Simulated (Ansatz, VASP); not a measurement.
**One calculation of HfPdSe2, two programs**

```
Hf Pd Se
1.0
     3.76823    0.00000    0.00000
     0.00000    3.76823    0.00000
     0.00000    0.00000    5.84073
Hf Pd Se
1 1 2
Direct
  0.50000 0.50000 0.50000
  0.50000 0.50000 0.00000
  0.00000 0.00000 0.50000
  0.00000 0.00000 0.00000
```

Alike in both runs: functional PBE; k mesh 4 × 4 × 4; occupations gaussian, width 0.1 eV; no spin polarisation.

Ansatz relaxed the structure, and its values are those at the end. VASP's run is a single point on that final structure, the one shown.

|  | VASP | Ansatz |
| --- | --- | --- |
| version | VASP 6.6.1 | Ansatz 0.2.0 |
| potentials or method | VASP PAW PBE potentials, release 64 (Hf_pv, Pd, Se), cutoff 520 eV | scalar-relativistic, plane waves, PAW |
| valence electrons in the cell | 32 | 76 |

```csv
,VASP,Ansatz,Ansatz less VASP
gap on the k mesh at the Fermi level (eV),none,none,-
pressure (GPa),-0.4,-0.1,+0.28
```

A gap of «none» marks a metal or a gap that the smearing closes. With one functional, cell and mesh, what is left measures potentials, basis and numerics. VASP's potentials hold 32 valence electrons a cell and Ansatz's 76, so a difference there can come from the potentials and not from the codes.

The k mesh is coarse, so the values compare programs but aren't converged. Spin-orbit coupling is off throughout.
